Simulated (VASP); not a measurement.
The system is Ti.

```
CELL_PARAMETERS angstrom
2.69000 0.00000 0.00000
0.00000 2.69000 0.00000
0.00000 0.00000 2.69000
ATOMIC_POSITIONS crystal
Ti 0.00000 0.00000 0.00000
```

This isn't the form of Ti at room conditions, which is hcp.

- Program: VASP 6.6.1
- Task: relaxation of cell and atoms
- Functional: LDA
- Potentials or basis: VASP PAW LDA potentials, release 64 (Ti_sv)
- Cutoff: 600 eV
- k mesh: 8 × 8 × 8
- Occupations: methfessel-paxton, width 0.05 eV
- Spin: no spin polarisation

At the start: pressure -10.4 GPa; volume 19.47 Å³/atom.

Problem. How do energy, volume and symmetry change on relaxing?

Solution. Over 3 steps the energy falls by 96.6 meV/atom and the volume is 16.73 Å³/atom (-14.1 %); space group Pm-3m (No. 221, to 0.1 Å) before and after.

Step by step:
| step | energy change (eV) | largest force (eV/Å) | pressure (GPa) | volume (Å³) |
| --- | --- | --- | --- | --- |
| 1 | 0.0000 | 0.0000 | -10.43 | 19.47 |
| 2 | -0.0903 | 0.0000 | 3.33 | 16.11 |
| 3 | -0.0966 | 0.0000 | 0.00 | 16.73 |

Final structure:
```
Ti
1.0
     2.55741    0.00000    0.00000
     0.00000    2.55741    0.00000
     0.00000    0.00000    2.55741
Ti
1
Direct
  0.00000 0.00000 0.00000
```
